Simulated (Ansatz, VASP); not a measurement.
## Be5Te2 in VASP and in Ansatz

```
Be Te
1.0
     3.84402    0.00000    0.00000
    -1.92201    3.32902    0.00000
     0.00000    0.00000    9.39557
Be Te
5 2
Direct
  0.00000 0.00000 0.00000
  0.66667 0.33333 0.98958
  0.33333 0.66667 0.01042
  0.66667 0.33333 0.41668
  0.33333 0.66667 0.58332
  0.33333 0.66667 0.31171
  0.66667 0.33333 0.68829
```

Alike in both runs: task relaxation of cell and atoms; functional PBE; k mesh 12 × 12 × 4; occupations gaussian, width 0.1 eV; no spin polarisation.

```csv
,VASP,Ansatz
version,VASP 6.6.1,Ansatz 0.2.0
potentials or method,"VASP PAW PBE potentials, release 64 (Be, Te), cutoff 600 eV","scalar-relativistic, plane waves, PAW"
valence electrons in the cell,22,42
```

|  | VASP | Ansatz | Ansatz less VASP |
| --- | --- | --- | --- |
| gap on the k mesh at the Fermi level, each at its own relaxed structure (eV) | none | none | - |
| relaxed volume (Å³/atom) | 17.74 | 17.75 | +0.012 |
| relaxed length of the cell vector where the two differ most in proportion (Å) | 9.717 | 9.737 | +0.0198 |

A gap of «none» marks a metal or a gap that the smearing closes. VASP's potentials hold 22 valence electrons a cell and Ansatz's 42, so a difference there can come from the potentials and not from the codes.

Neither program's run includes spin-orbit coupling.
